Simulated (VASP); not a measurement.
Wanted: the native input for a VASP 6.6.1 run.

| Property | Result |
| --- | --- |
| Task | single point |
| Functional | LDA |
| Potentials or basis | VASP PAW LDA potentials, release 64 (Mg, B) |
| Cutoff | 520 eV |
| k mesh | 12 × 12 × 9 |
| Occupations | fermi-dirac, width 0.05 eV |
| Spin | no spin polarisation |
| Dipole correction | no |
| Further INCAR settings | ALGO = Normal; EDIFF = 1e-06; NBANDS = 11 |

The structure of MgB2 lies in POSCAR:

```
MgB2
1.0
    3.0850007055      0.0000000000      0.0000000000
   -1.5425003528      2.6716889817      0.0000000000
    0.0000000000      0.0000000000      3.5582300000
Mg B
1 2
Direct
    0.0000000000      0.0000000000      0.0000000000
    0.3333333333      0.6666666667      0.5000000000
    0.6666666667      0.3333333333      0.5000000000
```

This cell differs from its parent crystal: zz strain of +1 %.

The input as run:

INCAR

```
ALGO = Normal
EDIFF = 1E-6
ENCUT = 520
GGA = CA
ISIF = 2
ISMEAR = -1
LASPH = T
LCHARG = T
LELF = T
LREAL = F
LVHAR = T
LWAVE = F
NBANDS = 11
NELM = 100
PREC = Accurate
SIGMA = 0.05
```

KPOINTS

```
k-points
0
Gamma
  12 12 9
```

Potentials or basis: VASP PAW LDA potentials, release 64 (Mg, B).

Run with:

```bash
$ cat potpaw_LDA.64/Mg/POTCAR potpaw_LDA.64/B/POTCAR > POTCAR
$ mpirun -np 1 vasp_std > vasp.out
```

It gave:

The pressure is -9.1 GPa. The band gap on the k mesh is zero (band 4 reaches 6.88 eV, above the bottom of band 5 at 3.27 eV).

Caveat: the cell differs from its parent crystal (zz strain of +1 %).

Wall time 42 s on 1 thread of AMD EPYC 7R43 64-Core Processor (Zen 3) (shared host), peak memory 0.11 GiB.
